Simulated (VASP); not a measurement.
# Cu (I4/mmm) in VASP: notebook

The runs below take Cu through single point, with PBE.

Everything below comes from runs of VASP 6.6.1. Logs are shortened: lines on timing, memory, paths and dates and some standing lists are left out, and cuts for length are marked.

**1. The cell of the first run**

It takes space group I4/mmm (No. 139, tetragonal). Conventional cell: a = 2.438 Å, b = 2.438 Å, c = 3.539 Å, α = 90.00°, β = 90.00°, γ = 90.00°. Within 3.2 Å of Cu (site symmetry 4/mmm) lie 12 Cu at 2.44 to 2.47 Å.

**2. Single point, PBE (strain -0.050 along x and y, -0.025 along z)**

Input file INCAR:

```
SYSTEM = Cu
  ALGO = Fast
  EDIFF = 1E-7
  ENCUT = 520
  GGA = PE
  ISIF = 2
  ISMEAR = 0
  LASPH = .TRUE.
  LCHARG = .TRUE.
  LELF = .TRUE.
  LREAL = .FALSE.
  LVHAR = .TRUE.
  LWAVE = .FALSE.
  NBANDS = 12
  NELM = 80
  PREC = Accurate
  SIGMA = 0.15
```

Input file KPOINTS:

```
k-points
0
G
  28 28 28
  0 0 0
```

Input file POSCAR:

```
Cu
1.0
    0.0000000000      1.7241304218      1.7695022750
    1.7241304218      0.0000000000      1.7695022750
    1.7241304218      1.7241304218      0.0000000000
Cu
1
Direct
    0.0000000000      0.0000000000      0.0000000000
```

Potentials or basis: VASP PAW PBE potentials, release 64 (Cu).

The run is started by

```sh
$ cat potpaw_PBE.64/Cu/POTCAR > POTCAR
$ mpirun -np 1 vasp_std > vasp.out
```

OUTCAR:

```text
SYSTEM = Cu
   EDIFF = 1E-7
   ENCUT = 520
   GGA = PE
   ISIF = 2
   ISMEAR = 0
   LASPH = .TRUE.
   LREAL = .FALSE.
   NELM = 80
   PREC = Accurate

 ion  position               nearest neighbor table
   1  0.000  0.000  0.000-

  LATTYP: Found a body centered tetragonal cell.
 ALAT       =     2.4382886258
 C/A-ratio  =     1.4514297087

  Lattice vectors:

 A1 = (  -1.7241304218,   0.0000000000,   1.7695022750)
 A2 = (   1.7241304218,   0.0000000000,   1.7695022750)
 A3 = (   0.0000000000,   1.7241304218,  -1.7695022750)

Analysis of symmetry for initial positions (statically):
=====================================================================
 Subroutine PRICEL returns:
 Original cell was already a primitive cell.

 Routine SETGRP: Setting up the symmetry group for a
 body centered tetragonal supercell.

 Subroutine GETGRP returns: Found 16 space group operations
 (whereof 16 operations were pure point group operations)
 out of a pool of 16 trial point group operations.

The static configuration has the point symmetry D_4h.

Analysis of symmetry for dynamics (positions and initial velocities):
=====================================================================
 Subroutine PRICEL returns:
 Original cell was already a primitive cell.

 Routine SETGRP: Setting up the symmetry group for a
 body centered tetragonal supercell.

 Subroutine GETGRP returns: Found 16 space group operations
 (whereof 16 operations were pure point group operations)
 out of a pool of 16 trial point group operations.

The dynamic configuration has the point symmetry D_4h.

 Subroutine INISYM returns: Found 16 space group operations
 (whereof 16 operations are pure point group operations),
 and found     1 'primitive' translations

----------------------------------------------------------------------------------------

                                     Primitive cell

  volume of cell :      10.5201

  direct lattice vectors                    reciprocal lattice vectors
     0.000000000  1.724130422  1.769502275    -0.290001263  0.290001263  0.282565333
     1.724130422  0.000000000  1.769502275     0.290001263 -0.290001263  0.282565333
     1.724130422  1.724130422  0.000000000     0.290001263  0.290001263 -0.282565333

  length of vectors
     2.470579692  2.470579692  2.438288626     0.498040794  0.498040794  0.498040794

  position of ions in fractional coordinates (direct lattice)
     0.000000000  0.000000000  0.000000000

  ion indices of the primitive-cell ions
   primitive index   ion index
                 1           1

----------------------------------------------------------------------------------------

 KPOINTS: k-points

Automatic generation of k-mesh.
 Grid dimensions read from file:
 generate k-points for:   28   28   28

 Generating k-lattice:

  Cartesian coordinates                     Fractional coordinates (reciprocal lattice)
    -0.010357188  0.010357188  0.010091619     0.035714286  0.000000000  0.000000000
     0.010357188 -0.010357188  0.010091619     0.000000000  0.035714286  0.000000000
     0.010357188  0.010357188 -0.010091619     0.000000000  0.000000000  0.035714286

  Length of vectors
     0.017787171  0.017787171  0.017787171

  Shift w.r.t. Gamma in fractional coordinates (k-lattice)
     0.000000000  0.000000000  0.000000000

 Subroutine IBZKPT returns following result:
 ===========================================

 Found   1639 irreducible k-points:

 Following reciprocal coordinates:
            Coordinates               Weight
  0.000000  0.000000  0.000000      1.000000
  0.035714  0.000000  0.000000      8.000000
  0.071429  0.000000  0.000000      8.000000
  0.107143  0.000000  0.000000      8.000000
  0.142857  0.000000  0.000000      8.000000
  0.178571 -0.000000  0.000000      8.000000
[... 16 lines left out ...]
  0.285714  0.035714  0.000000      8.000000
  0.321429  0.035714  0.000000      8.000000
 [... further k-points ...]
   k-points           NKPTS =   1639   k-points in BZ     NKDIM =   1639   number of bands    NBANDS=     12
   number of dos      NEDOS =    301   number of ions     NIONS =      1
   total plane-waves  NPLWV =   5832
   dimension x,y,z NGX =    18 NGY =   18 NGZ =   18
   dimension x,y,z NGXF=    36 NGYF=   36 NGZF=   36
   ions per type =               1
   NGX,Y,Z   is equivalent  to a cutoff of  12.11, 12.11, 12.27 a.u.
   NGXF,Y,Z  is equivalent  to a cutoff of  24.22, 24.22, 24.55 a.u.
 SYSTEM =  Cu
   PREC   = accura    normal or accurate (medium, high low for compatibility)
   ISTART =      0    job   : 0-new  1-cont  2-samecut
   ICHARG =      2    charge: 1-file 2-atom 10-const
   ISPIN  =      1    spin polarized calculation?
   LNONCOLLINEAR =      F non collinear calculations
   LSORBIT =      F    spin-orbit coupling
   LASPH  =      T    aspherical Exc in radial PAW
   ENCUT  =  520.0 eV  38.22 Ry    6.18 a.u.   4.59  4.59  4.53*2*pi/ulx,y,z
   NELM   =     80;   NELMIN=  2; NELMDL= -5     # of ELM steps
   EDIFF  = 0.1E-06   stopping-criterion for ELM
   LREAL  =      F    real-space projection
   EDIFFG = 0.1E-05   stopping-criterion for IOM
   NSW    =      0    number of steps for IOM
   IBRION =     -1    ionic relax: 0-MD 1-quasi-New 2-CG
   NFREE  =      0    steps in history (QN), initial steepest desc. (CG)
   ISIF   =      2    stress and relaxation
   ISYM   =      2    0-nonsym 1-usesym 2-fastsym
   POTIM  = 0.5000    time-step for ionic-motion
   TEBEG  =    0.0;   TEEND  =   0.0 temperature during run
   PSTRESS=    0.0 pullay stress
   NELECT =      11.0000    total number of electrons
   NUPDOWN=      -1.0000    fix difference up-down
   EMIN   =  10.00;   EMAX   =-10.00  energy-range for DOS
   EFERMI =   0.00;   METHOD = LEGACY
   ISMEAR =     0;   SIGMA  =   0.15  broadening in eV -4-tet -1-fermi 0-gaus
   EFERMI_NEDOS =   21; number of points for ismear=-14 and -15
   IALGO  =     68    algorithm
   IMIX   =      4    mixing-type and parameters
     AMIX     =   0.40;   BMIX     =  1.00
     AMIX_MAG =   1.60;   BMIX_MAG =  1.00
  volume/ion in A,a.u.               =      10.52        70.99
  Fermi-wavevector in a.u.,A,eV,Ry     =   1.661621  3.140008 37.565467  2.760984
  Thomas-Fermi vector in A             =   2.748653
   LORBIT       =      0    0 simple, 1 ext, 2 COOP (PROOUT), +10 PAW based schemes
   GGA     = PE    functional components
   LHFCALC =     F    Hartree Fock is set to
   AEXX    =    0.0000 exact exchange contribution
   IVDW    =     0    specifies the selected vdW correction
   LEPSILON=     F    determine dielectric tensor
   LRPA    =     F    only Hartree local field effects (RPA)
 non-spin polarized calculation
 RMM-DIIS sequential band-by-band and
 Gauss-broadening in eV      SIGMA  =   0.15
  energy-cutoff  :      520.00
  volume of cell :       10.52
 maximum number of plane-waves:       297
   NGX =  9   NGY =  9   NGZ =  9

 number of electron      10.9999989 magnetization

 Free energy of the ion-electron system (eV)
  ---------------------------------------------------
  ext. energy  EPLUGINS =         0.00000000
  ---------------------------------------------------
  free energy    TOTEN  =        -3.62508284 eV

  energy without entropy =       -3.62240031  energy(sigma->0) =       -3.62374157

 E-fermi :   9.1500     XC(G=0): -13.4121

 val. band max:        9.1483293632   @ k =   0.4643   0.4286   0.0357
 cond. band min:       9.1513147219   @ k =   0.4643   0.2500   0.0000
 fundamental gap:      0.0029853587
 Fermi energy:         9.1500470046

 k-point     1 :       0.0000    0.0000    0.0000
  band No.  band energies     occupation
      1      -1.1582      2.00000
      2       5.6024      2.00000
      3       5.7528      2.00000
      4       5.7528      2.00000
      5       6.6064      2.00000
      6       6.7589      2.00000
      7      32.6356      0.00000
      8      36.0528      0.00000
      9      36.2645      0.00000
     10      36.2645      0.00000
     11      38.8127      0.00000
     12      38.8127      0.00000

 k-point     2 :       0.0357    0.0000    0.0000
  band No.  band energies     occupation
      1      -1.1075      2.00000
      2       5.6057      2.00000
      3       5.7480      2.00000
      4       5.7634      2.00000
      5       6.6026      2.00000
      6       6.7536      2.00000
      7      32.4603      0.00000
      8      35.2921      0.00000
      9      35.9658      0.00000
     10      36.0996      0.00000
     11      39.0469      0.00000
     12      39.1053      0.00000

 k-point     3 :       0.0714    0.0000    0.0000
  band No.  band energies     occupation
      1      -0.9563      2.00000
      2       5.6048      2.00000
      3       5.7437      2.00000
      4       5.7937      2.00000
      5       6.5932      2.00000
      6       6.7393      2.00000
      7      31.6798      0.00000
      8      34.1855      0.00000
      9      35.5710      0.00000
     10      35.7264      0.00000
     11      39.6201      0.00000
     12      39.6571      0.00000
[... 286 lines left out ...]
 k-point    23 :       0.2857    0.0357    0.0000
  band No.  band energies     occupation
      1       1.5423      2.00000
      2       5.3719      2.00000
      3       5.7901      2.00000
      4       5.9556      2.00000
      5       6.7862      2.00000
      6       6.9338      2.00000
      7      21.4443      0.00000
      8      32.0867      0.00000
      9      32.6263      0.00000
     10      34.6455      0.00000
     11      37.0412      0.00000
     12      40.6042      0.00000

 k-point    24 :       0.3214    0.0357    0.0000
  band No.  band energies     occupation
      1       2.1107      2.00000
      2       5.4756      2.00000
      3       5.7367      2.00000
      4       5.9194      2.00000
      5       6.9307      2.00000
      6       7.0299      2.00000
      7      19.7025      0.00000
      8      31.7665      0.00000
      9      32.4858      0.00000
     10      34.1461      0.00000
     11      36.6589      0.00000
     12      39.7877      0.00000

 [... further k-points ...]
[... 5 lines left out ...]
  --------------------------------------------------------------------------------------
  -------------------------------------------------------------------------------------
  Total        1.7179769      1.7179769      1.5608768      0.0000000      0.0000000      0.0000000
  in kB      261.6414452    261.6414452    237.7156882      0.0000000      0.0000000      0.0000000
  external PRESSURE =     253.6661929 kB  Pullay stress =       0.0000000 kB

 VOLUME and BASIS-vectors are now :
 -----------------------------------------------------------------------------
  energy-cutoff  :      520.00
  volume of cell :       10.52
      direct lattice vectors                 reciprocal lattice vectors
     0.000000000  1.724130422  1.769502275    -0.290001263  0.290001263  0.282565333
     1.724130422  0.000000000  1.769502275     0.290001263 -0.290001263  0.282565333
     1.724130422  1.724130422  0.000000000     0.290001263  0.290001263 -0.282565333

 POSITION                                       TOTAL-FORCE (eV/Angst)
 -----------------------------------------------------------------------------------
      0.00000      0.00000      0.00000        -0.000000      0.000000      0.000000
 -----------------------------------------------------------------------------------
    total drift:                                0.000000     -0.000000      0.000000

  FREE ENERGIE OF THE ION-ELECTRON SYSTEM (eV)
  ---------------------------------------------------
  free  energy   TOTEN  =        -3.6250828352 eV

  energy  without entropy=       -3.6224003107  energy(sigma->0) =       -3.62374157
```

Run time: 2.6 min. Hardware: 1 thread of Intel Xeon Platinum 8488C (Sapphire Rapids), shared host; peak memory 0.3 GiB.

Results:

```
Free energy : -3.6251 eV
Pressure    : 25.4 GPa
```

Stress tensor (GPa, compression positive):
```
26.16  0.00  0.00
 0.00 26.16  0.00
 0.00  0.00 23.77
```

Caveat: the cell differs from its parent crystal (strain -0.050 along x and y, -0.025 along z).

[end of part 1 of 3]
